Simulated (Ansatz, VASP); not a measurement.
Sb in VASP and in Ansatz

The input INCAR:

```
PREC = Accurate ; ENCUT = 520
EDIFF = 1E-6 ; ISMEAR = -1
SIGMA = 0.1 ; LREAL = False
LASPH = True ; NELM = 100
ALGO = Normal ; ISIF = 2
LWAVE = False ; LCHARG = True
GGA = PS ; LELF = True
LVHAR = True ; NBANDS = 12
```

Contents of KPOINTS:

```
regular mesh
0
Gamma
  12 12 7
```

POSCAR

```
Sb
1.0
    3.3151258720      0.0000000000      0.0000000000
   -1.6575629360      2.8709832219      0.0000000000
    0.0000000000      0.0000000000      5.4817690713
Sb
2
Direct
    0.3333333333      0.6666666667      0.2500000000
    0.6666666667      0.3333333333      0.7500000000
```

Input for Ansatz:

```yaml
crystal:
  lattice:
    - [3.315125872, 0.0, 0.0]
    - [-1.657562936, 2.8709832219, 0.0]
    - [0.0, 0.0, 5.4817690713]
  atoms:
    - { symbol: Sb, position: [0.3333333333, 0.6666666667, 0.25] }
    - { symbol: Sb, position: [0.6666666667, 0.3333333333, 0.75] }
hamiltonian:
  xc: pbesol
  pseudopotentials:
    kind: paw
    azcp:
      Sb: "pseudopotentials/Sb.paw.azcp"
basis:
  ecutwfc: 420
  fft_grid_basis: typed
kpoints:
  mp_grid: { grid: [12, 12, 7], shift: [0, 0, 0] }
magnetization:
  spin_polarized: false
scf:
  occupations: { method: fermi_dirac, width: 0.1 }
  lower_state_search: "off"
output:
  stress: true
  write_density: true
  write_potential: true
  elf: true
  volumetric_format: npy
```

Alike in both runs: task single point; functional PBEsol; k mesh 12 × 12 × 7; occupations fermi-dirac, width 0.1 eV; no spin polarisation.

|  | VASP | Ansatz |
| --- | --- | --- |
| version | VASP 6.6.1 | Ansatz 0.2.0 |
| potentials or method | VASP PAW PBE potentials, release 64 (Sb), cutoff 520 eV | plane waves (420 eV) with PAW, scalar-relativistic |
| valence electrons in the cell | 10 | 30 |

|  | VASP | Ansatz | Ansatz less VASP |
| --- | --- | --- | --- |
| pressure (GPa) | 0.2 | 0.3 | +0.02 |
| traceless stress, the component that is largest in VASP (GPa) | -0.69 | -0.67 | +0.020 |

VASP's potentials were made for PBE, not for PBEsol, and Ansatz warns of the same on its side. The functional is the same, so the differences come from potentials, cutoffs and numerics. VASP's potentials hold 10 valence electrons a cell and Ansatz's 30, so a difference there can come from the potentials and not from the codes.

Spin-orbit coupling is off throughout.
